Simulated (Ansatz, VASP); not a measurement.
**Two plane-wave programs on FeO**

```
CELL_PARAMETERS angstrom
1.51768 0.87623 2.51579
-1.51768 0.87623 2.51579
0.00000 -1.75247 2.51579
ATOMIC_POSITIONS crystal
Fe 0.00000 0.00000 0.00000
O 0.50000 0.50000 0.50000
```

Alike in both runs: functional LDA; k mesh 11 × 11 × 11; occupations fermi-dirac, width 0.05 eV; collinear spin; Hubbard terms Fe d U = 1.0 eV.

|  | VASP | Ansatz |
| --- | --- | --- |
| version | VASP 6.6.1 | Ansatz 0.2.0 |
| potentials or method | VASP PAW LDA potentials, release 64 (Fe_sv, O) | Ansatz PAW |
| plane-wave cutoff (eV) | 600 | 420 |
| valence electrons in the cell | 22 | 22 |
| task | single point | projected density of states |

|  | VASP | Ansatz | Ansatz less VASP |
| --- | --- | --- | --- |
| gap on the k mesh at the Fermi level (eV) | none | none | - |
| pressure (GPa) | -17.8 | -15.3 | +2.54 |
| traceless stress, the component that is largest in VASP (GPa) | -0.71 | -0.70 | +0.003 |
| net moment per atom (μB) | 2.00 | 2.00 | 0.000 |
| size of the moment on the site where the two differ most (μB) | 3.48 | 3.44 | -0.038 |

LDA's correlation is that of Perdew and Zunger in VASP and of Perdew and Wang (1992) in Ansatz. Site moments also hang on the region over which each program counts them. The programs project onto different local orbitals, so the same U acts differently, and such runs can settle in different states. A gap of «none» marks a metal or a gap that the smearing closes.

Noted on Ansatz's run: the magnetic or orbital state may not be the lowest.
